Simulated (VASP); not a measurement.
Write the native input for VASP 6.6.1 that does the following.

```yaml
Task: single point
Functional: r2SCAN
Potentials_or_basis: VASP PAW PBE potentials, release 64 (Ta_sv_GW, N)
Cutoff: 770 eV
k_mesh: 10 × 10 × 10
Occupations: fermi-dirac, width 0.05 eV
Spin: no spin polarisation
Hubbard_terms: Ta d U = 2.0 eV
Dipole_correction: no
Further_INCAR_settings: ALGO = Normal; EDIFF = 1e-06; NBANDS = 16
```

The system is TaN.

```xyz
2
Lattice="0.0000 2.2017 2.2017 2.2017 0.0000 2.2017 2.2017 2.2017 0.0000" Properties=species:S:1:pos:R:3 pbc="T T T"
Ta    2.2017    2.2017    2.2017
N     0.0000    0.0000    0.0000
```

One way to write it, as run:

POSCAR

```
TaN
1.0
    0.0000000000      2.2017289297      2.2017289297
    2.2017289297      0.0000000000      2.2017289297
    2.2017289297      2.2017289297      0.0000000000
Ta N
1 1
Direct
    0.5000000000      0.5000000000      0.5000000000
    0.0000000000      0.0000000000      0.0000000000
```

INCAR.step1

```
  PREC = Accurate
  ENCUT = 770
  ISMEAR = -1
  SIGMA = 0.05
  LREAL = F
  LASPH = T
  NELM = 200
  LMAXMIX = 4
  LDAU = T
  LDAUTYPE = 2
  LDAUL = 2 -1
  LDAUU = 2 0
  LDAUJ = 0 0
  NBANDS = 16
  GGA = PE
  ALGO = Normal
  EDIFF = 1E-5
  LWAVE = T
  LCHARG = F
  GGA_COMPAT = F
```

INCAR.step2

```
  PREC = Accurate
  ENCUT = 770
  EDIFF = 1E-6
  ISMEAR = -1
  SIGMA = 0.05
  LREAL = F
  LASPH = T
  NELM = 200
  ALGO = Normal
  ISIF = 2
  LWAVE = F
  LCHARG = T
  LMAXMIX = 4
  LDAU = T
  LDAUTYPE = 2
  LDAUL = 2 -1
  LDAUU = 2 0
  LDAUJ = 0 0
  LDAUPRINT = 1
  METAGGA = R2SCAN
  LMIXTAU = T
  LELF = T
  LVHAR = T
  NBANDS = 16
  ISTART = 1
  GGA_COMPAT = F
```

KPOINTS

```
Automatic mesh
0
Gamma
  10 10 10
```

Potentials or basis: VASP PAW PBE potentials, release 64 (Ta_sv_GW, N).

Launch:

```bash
$ cat potpaw_PBE.64/Ta_sv_GW/POTCAR potpaw_PBE.64/N/POTCAR > POTCAR
$ cp INCAR.step1 INCAR
$ mpirun -np 1 vasp_std > vasp.out
$ cp INCAR.step2 INCAR
$ mpirun -np 1 vasp_std > vasp.out
```

Results of the run:

- Pressure: 4.2 GPa
- Band gap on the k mesh: zero (bands 9 and 10 overlap by 4.10 eV)

Caveat: the cell stands under pressure; the PAW data sets were made with another functional, which shifts forces and pressure a little; spin-orbit coupling is left out, which moves the levels of the heavy elements; U without spin polarisation on a metal has little footing.

Run time: 48 s on 1 thread of Intel(R) Xeon(R) 6975P-C (Granite Rapids), on a shared host, peak memory 0.19 GiB.
